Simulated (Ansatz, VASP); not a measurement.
# MgO in VASP and in Ansatz

The input INCAR:

```
ALGO = Normal
EDIFF = 1E-7
ENCUT = 520
GGA = PE
ISIF = 2
ISMEAR = 0
LASPH = True
LCHARG = True
LELF = True
LREAL = False
LVHAR = True
LWAVE = False
NBANDS = 11
NELM = 60
PREC = Accurate
SIGMA = 0.05
```

Contents of KPOINTS:

```
k-points
0
Gamma
  10 10 10
```

Contents of POSCAR:

```
MgO
1.0
    0.0000000000      2.0073971332      2.0073971332
    2.0073971332      0.0000000000      2.0073971332
    2.0073971332      2.0073971332      0.0000000000
Mg O
1 1
Direct
    0.0000000000      0.0000000000      0.0000000000
    0.5000000000      0.5000000000      0.5000000000
```

Input for Ansatz:

```yaml
crystal:
  lattice:
    - [0.0, 2.0073971332, 2.0073971332]
    - [2.0073971332, 0.0, 2.0073971332]
    - [2.0073971332, 2.0073971332, 0.0]
  atoms:
    - { symbol: Mg, position: [0.0, 0.0, 0.0] }
    - { symbol: O, position: [0.5, 0.5, 0.5] }
basis:
  ecutwfc: 420
  ecutrho_ratio: 4
kpoints:
  mp_grid: { grid: [10, 10, 10] }
hamiltonian:
  xc: pbe
scf:
  occupations: { method: gaussian, width: 0.05 }
output:
  forces: true
  stress: true
  eigenvalues: true
```

Alike in both runs: task single point; functional PBE; k mesh 10 × 10 × 10; occupations gaussian, width 0.05 eV; no spin polarisation.

```csv
,VASP,Ansatz
version,VASP 6.6.1,Ansatz 0.2.0
potentials or method,"VASP PAW PBE potentials, release 64 (Mg, O), cutoff 520 eV","scalar-relativistic, plane waves, PAW"
valence electrons in the cell,8,16
```

VASP gave:

* gap on the k mesh at the Fermi level (eV): 6.26
* least direct gap on the mesh (eV): 6.26

**Question.** Which values does Ansatz return?

**Answer.** gap on the k mesh at the Fermi level (eV): 6.27; least direct gap on the mesh (eV): 6.27.

The functional is the same, so the differences come from potentials, cutoffs and numerics. VASP's potentials hold 8 valence electrons a cell and Ansatz's 16, so a difference there can come from the potentials and not from the codes.
